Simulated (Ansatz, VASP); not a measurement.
Two plane-wave programs on CdS

The input INCAR:

```
PREC = Accurate
ENCUT = 630
EDIFF = 1E-6
ISMEAR = -1
SIGMA = 0.03
LREAL = F
LASPH = T
NELM = 120
ALGO = Normal
ISIF = 2
LWAVE = F
LCHARG = T
GGA = PS
LELF = T
LVHAR = T
NBANDS = 20
GGA_COMPAT = F
```

The input KPOINTS:

```
regular mesh
0
Gamma
  8 8 8
```

File POSCAR:

```
CdS
1.0
    0.0000000000      2.4112243722      2.4112243722
    2.4112243722      0.0000000000      2.4112243722
    2.4112243722      2.4112243722      0.0000000000
Cd S
1 1
Direct
    0.0000000000      0.0000000000      0.0000000000
    0.7500000000      0.7500000000      0.7500000000
```

Input for Ansatz:

```yaml
crystal:
  lattice:
    - [0.0, 2.4112243722, 2.4112243722]
    - [2.4112243722, 0.0, 2.4112243722]
    - [2.4112243722, 2.4112243722, 0.0]
  atoms:
    - { symbol: Cd, position: [0.0, 0.0, 0.0] }
    - { symbol: S, position: [0.75, 0.75, 0.75] }
kpoints:
  mp_grid: { grid: [8, 8, 8] }
  band_path:
    path:
      - [0.0, 0.0, 0.0]
      - [-0.5, -0.5, 0.0]
      - [-0.375, -0.375, 0.25]
      - [-0.375, 0.0, 0.375]
      - [0.0, 0.0, 0.0]
      - [0.0, 0.0, 0.5]
      - [-0.5, -0.25, 0.25]
      - [-0.5, -0.5, 0.0]
    npoints: 6
scf:
  occupations: { method: fermi_dirac, width: 0.03 }
hamiltonian:
  xc: pbesol
  pseudopotentials: { kind: paw }
output:
  forces: true
  stress: true
  eigenvalues: true
  populations: true
```

Change from the starting cell: volume scaled by 0.55, PAW files.

Alike in both runs: task single point; functional PBEsol; k mesh 8 × 8 × 8; occupations fermi-dirac, width 0.03 eV; no spin polarisation.

|  | VASP | Ansatz |
| --- | --- | --- |
| version | VASP 6.6.1 | Ansatz 0.2.0 |
| potentials or method | VASP PAW PBE potentials, release 64 (Cd_sv_GW, S) | PAW with Ansatz's default frozen-core files, scalar-relativistic |
| plane-wave cutoff (eV) | 630 | 420 |
| valence electrons in the cell | 26 | 26 |

```tsv
	VASP	Ansatz	Ansatz less VASP
gap on the k mesh at the Fermi level (eV)	1.62	1.62	-0.004
pressure (GPa)	126.5	127.0	+0.44
```

VASP's potentials were made for PBE, not for PBEsol. Both programs put the cell under a high pressure, so it lies far from rest at this level.

Noted on VASP's run: the cell as given lies far from equilibrium.
